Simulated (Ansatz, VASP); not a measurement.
## One calculation of SnSe2, two programs

```
CELL_PARAMETERS angstrom
4.01641 0.00000 0.00000
-2.00820 3.47831 0.00000
0.00000 0.00000 6.53843
ATOMIC_POSITIONS crystal
Sn 0.00000 0.00000 0.00000
Se 0.33333 0.66667 0.23274
Se 0.66667 0.33333 0.76726
```

Change from the starting cell: hydrostatic strain +5.0%.

Alike in both runs: task single point; functional PBE; k mesh 12 × 12 × 4; occupations fermi-dirac, width 0.02 eV; no spin polarisation.

|  | VASP | Ansatz |
| --- | --- | --- |
| version | VASP 6.6.1 | Ansatz 0.2.0 |
| potentials or method | VASP PAW PBE potentials, release 64 (Sn_d, Se) | plane waves, PAW |
| plane-wave cutoff (eV) | 520 | 420 |
| valence electrons in the cell | 26 | 46 |

|  | VASP | Ansatz | Ansatz less VASP |
| --- | --- | --- | --- |
| pressure (GPa) | -1.5 | -1.5 | -0.04 |
| traceless stress, the component that is largest in VASP (GPa) | 2.60 | 2.60 | +0.005 |
| rms of the force components (eV/Å) | 0.099 | 0.095 | -0.0043 |

Atom by atom the forces differ by 0.004 eV/Å (rms over components). With one functional, cell and mesh, what is left measures potentials, basis and numerics. VASP's potentials hold 26 valence electrons a cell and Ansatz's 46, so a difference there can come from the potentials and not from the codes.
